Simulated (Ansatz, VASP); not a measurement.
# One calculation of P, two programs

The input INCAR:

```
ALGO = Normal
EDIFF = 1E-7
ENCUT = 520
GGA = PS
ISIF = 2
ISMEAR = 0
IVDW = 12
LASPH = True
LCHARG = False
LREAL = False
LWAVE = False
NBANDS = 30
NELM = 80
PREC = Accurate
SIGMA = 0.15
```

The input KPOINTS:

```
k-points
0
Gamma
  12 12 12
```

Contents of POSCAR:

```
P
1.0
    0.0000000000     -4.7809616574      0.0000000000
   -4.7809616574      0.0000000000      0.0000000000
    0.0000000000      0.0000000000     -4.7812968384
P
8
Direct
    0.5000000000      0.5000000000      0.5000000000
    0.5000000000      0.5000000000      0.0000000000
    0.0000000000      0.5000000000      0.5000000000
    0.0000000000      0.5000000000      0.0000000000
    0.5000000000      0.0000000000      0.5000000000
    0.5000000000      0.0000000000      0.0000000000
    0.0000000000      0.0000000000      0.5000000000
    0.0000000000      0.0000000000      0.0000000000
```

Input for Ansatz:

```yaml
crystal:
  lattice:
    - [0.0, -4.7809616574, 0.0]
    - [-4.7809616574, 0.0, 0.0]
    - [0.0, 0.0, -4.7812968384]
  atoms:
    - { symbol: P, position: [0.5, 0.5, 0.5] }
    - { symbol: P, position: [0.5, 0.5, 0.0] }
    - { symbol: P, position: [0.0, 0.5, 0.5] }
    - { symbol: P, position: [0.0, 0.5, 0.0] }
    - { symbol: P, position: [0.5, 0.0, 0.5] }
    - { symbol: P, position: [0.5, 0.0, 0.0] }
    - { symbol: P, position: [0.0, 0.0, 0.5] }
    - { symbol: P, position: [0.0, 0.0, 0.0] }
basis:
  ecutwfc: 420
kpoints:
  mp_grid: { grid: [12, 12, 12] }
hamiltonian:
  xc: pbesol
  dispersion: d3bj
scf:
  occupations: { method: gaussian, width: 0.15 }
output:
  forces: true
  stress: true
  eigenvalues: true
  write_density: true
  write_potential: true
  elf: true
  volumetric_format: npy
```

Alike in both runs: task single point; functional PBEsol; dispersion D3(BJ); k mesh 12 × 12 × 12; occupations gaussian, width 0.15 eV; no spin polarisation.

|  | VASP | Ansatz |
| --- | --- | --- |
| version | VASP 6.6.1 | Ansatz 0.2.0 |
| potentials or method | VASP PAW PBE potentials, release 64 (P), cutoff 520 eV | scalar-relativistic, plane waves, PAW |
| valence electrons in the cell | 40 | 40 |

VASP gave:

* gap on the k mesh at the Fermi level (eV): none
* pressure (GPa): 0.1

Problem. What did Ansatz give for the same quantities?

Solution. gap on the k mesh at the Fermi level (eV): none; pressure (GPa): 0.0.

VASP's potentials were made for PBE, not for PBEsol. A gap of «none» marks a metal or a gap that the smearing closes.
